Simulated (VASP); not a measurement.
Input of a VASP 6.6.1 run:

The input INCAR:

```
ALGO = Normal ; EDIFF = 1E-6
EDIFFG = -0.01 ; ENCUT = 600
GGA = PS ; IBRION = 2
ISIF = 4 ; ISMEAR = 0
LASPH = True ; LCHARG = False
LREAL = False ; LWAVE = False
NELM = 100 ; NSW = 50
PREC = Accurate ; SIGMA = 0.1
```

The input KPOINTS:

```
k-points
0
Gamma
  12 12 6
```

Contents of POSCAR:

```
V2N3
1.0
    2.8073114280      0.0000000000      0.0000000000
   -1.4036557140      2.4312030130      0.0000000000
    0.0000000000      0.0000000000      6.2577078950
V N
2 3
Direct
    0.6666666667      0.3333333333      0.3021155165
    0.3333333333      0.6666666667      0.6978844835
    0.0000000000      0.0000000000      0.5000000000
    0.0000000000      0.0000000000      0.1074399106
    0.0000000000      0.0000000000      0.8925600894
```

Potentials or basis: VASP PAW PBE potentials, release 64 (V_sv, N).

Command:

```console
$ cat potpaw_PBE.64/V_sv/POTCAR potpaw_PBE.64/N/POTCAR > POTCAR
$ mpirun -np 1 vasp_std > vasp.out
```

(1) What does it give for the band gap on the k mesh?

Answers

(1) zero (an odd number of electrons rules out a gap without spin polarisation).

Caveat: the run has no spin polarisation, though such a crystal can be magnetic.
